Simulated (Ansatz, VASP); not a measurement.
# Si4N in VASP and in Ansatz

```
Si N
1.0
     3.83334    0.00000    0.00000
     0.00000    3.83334    0.00000
     0.00000    0.00000   21.10348
Si N
4 1
Direct
  0.00000 0.50000 0.18954
  0.00000 0.00000 0.25376
  0.50000 0.00000 0.32071
  0.50000 0.50000 0.38399
  0.87500 0.50000 0.52614
```

Alike in both runs: task single point; functional PBE; dispersion D3(BJ); k mesh 7 × 7 × 1; occupations gaussian, width 0.05 eV; collinear spin.

|  | VASP | Ansatz |
| --- | --- | --- |
| version | VASP 6.6.1 | Ansatz 0.2.0 |
| potentials or method | VASP PAW PBE potentials, release 64 (Si, N), cutoff 520 eV | scalar-relativistic, plane waves, PAW |
| valence electrons in the cell | 21 | 21 |

|  | VASP | Ansatz | Ansatz less VASP |
| --- | --- | --- | --- |
| gap on the k mesh at the Fermi level (eV) | none | none | - |
| rms of the force components (eV/Å) | 0.093 | 0.093 | +0.0003 |
| net moment per atom (μB) | 0.53 | 0.53 | 0.000 |
| size of the moment on the site where the two differ most (μB) | 1.88 | 2.73 | +0.849 |

Site moments also hang on the region over which each program counts them. Atom by atom the forces differ by 0.002 eV/Å (rms over components). A gap of «none» marks a metal or a gap that the smearing closes.
